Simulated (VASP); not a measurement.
The system is TaSi4W.

```
CELL_PARAMETERS angstrom
3.33000 0.00000 0.00000
0.00000 3.33000 0.00000
0.00000 0.00000 8.15000
ATOMIC_POSITIONS crystal
Ta 0.00000 0.00000 0.00000
Si 0.50000 0.50000 0.83500
Si 0.50000 0.50000 0.16500
Si 0.00000 0.00000 0.66500
Si 0.00000 0.00000 0.33500
W 0.50000 0.50000 0.50000
```

- Program: VASP 6.6.1
- Task: relaxation of cell and atoms
- Functional: PBE
- Potentials or basis: VASP PAW PBE potentials, release 64 (Ta_pv, Si, W_sv)
- Cutoff: 600 eV
- k mesh: 5 × 5 × 2
- Occupations: gaussian, width 0.2 eV
- Spin: no spin polarisation

At the start: pressure -10.0 GPa; volume 15.06 Å³/atom.

Problem. Where does the relaxation end?

Solution. Over 6 steps the energy falls by 33.2 meV/atom and the volume is 14.18 Å³/atom (-5.8 %); space group P4/mmm (No. 123, to 0.1 Å) before and after.

The path:
```tsv
step	energy change (eV)	largest force (eV/Å)	pressure (GPa)	volume (Å³)
1	0.0000	0.4188	-10.03	90.37
2	0.2046	0.5976	19.92	78.60
3	-0.1740	0.5102	0.09	85.36
4	-0.1741	0.5116	0.32	85.26
5	-0.1945	0.2541	0.20	85.17
6	-0.1993	0.0619	0.16	85.10
```

Final structure:
```
CELL_PARAMETERS angstrom
3.24788 0.00000 0.00000
0.00000 3.24788 0.00000
0.00000 0.00000 8.06741
ATOMIC_POSITIONS crystal
Ta 0.00000 0.00000 0.00000
Si 0.50000 0.50000 0.82898
Si 0.50000 0.50000 0.17102
Si 0.00000 0.00000 0.66338
Si 0.00000 0.00000 0.33662
W 0.50000 0.50000 0.50000
```

Caveat: the k points lie up to 0.39 Å⁻¹ apart in the final cell, too coarse for converged energies and pressures of a metal; the relaxation stopped at a loose force limit of 0.08 eV/Å, so its end isn't a converged minimum.
